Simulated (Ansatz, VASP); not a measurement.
BN in VASP and in Ansatz

The input INCAR:

```
PREC = Accurate ; ENCUT = 520
EDIFF = 1E-7 ; ISMEAR = 0
SIGMA = 0.05 ; LREAL = False
LASPH = True ; NELM = 80
ALGO = Normal ; ISIF = 2
LWAVE = False ; LCHARG = False
GGA = PE ; NBANDS = 16
```

Contents of KPOINTS:

```
regular mesh
0
Gamma
  12 12 4
```

File POSCAR:

```
BN
1.0
    2.5039917043      0.0000000000      0.0000000000
   -1.2519958522      2.1685204268      0.0000000000
    0.0000000000      0.0000000000      6.6612000000
B N
2 2
Direct
    0.3466962579      0.6764490064      0.2500000000
    0.6533037421      0.3235509936      0.7500000000
    0.3199848567      0.6568949035      0.7500000000
    0.6800151433      0.3431050965      0.2500000000
```

Input for Ansatz:

```yaml
crystal:
  lattice:
    - [2.5039917043, 0.0, 0.0]
    - [-1.2519958522, 2.1685204268, 0.0]
    - [0.0, 0.0, 6.6612]
  atoms:
    - { symbol: B, position: [0.3466962579, 0.6764490064, 0.25] }
    - { symbol: B, position: [0.6533037421, 0.3235509936, 0.75] }
    - { symbol: "N", position: [0.3199848567, 0.6568949035, 0.75] }
    - { symbol: "N", position: [0.6800151433, 0.3431050965, 0.25] }
basis:
  ecutwfc: 420
kpoints:
  mp_grid: { grid: [12, 12, 4] }
hamiltonian:
  xc: pbe
scf:
  occupations: { method: gaussian, width: 0.05 }
output:
  forces: true
  stress: true
  eigenvalues: true
```

Change from the starting cell: mode 4 (44.6 1/cm) frozen in, largest displacement +0.030 Å.

Alike in both runs: task single point; functional PBE; k mesh 12 × 12 × 4; occupations gaussian, width 0.05 eV; no spin polarisation.

|  | VASP | Ansatz |
| --- | --- | --- |
| version | VASP 6.6.1 | Ansatz 0.2.0 |
| potentials or method | VASP PAW PBE potentials, release 64 (B, N), cutoff 520 eV | scalar-relativistic, plane waves, PAW |
| valence electrons in the cell | 16 | 16 |

VASP gave:

```
gap on the k mesh at the Fermi level (eV)                     : 4.20
least direct gap on the mesh (eV)                             : 4.59
pressure (GPa)                                                : 3.4
traceless stress, the component that is largest in VASP (GPa) : -0.68
```

**Question.** What did Ansatz give for the same quantities?

**Answer.** gap on the k mesh at the Fermi level (eV): 4.21; least direct gap on the mesh (eV): 4.60; pressure (GPa): 3.3; traceless stress, the component that is largest in VASP (GPa): -0.47.
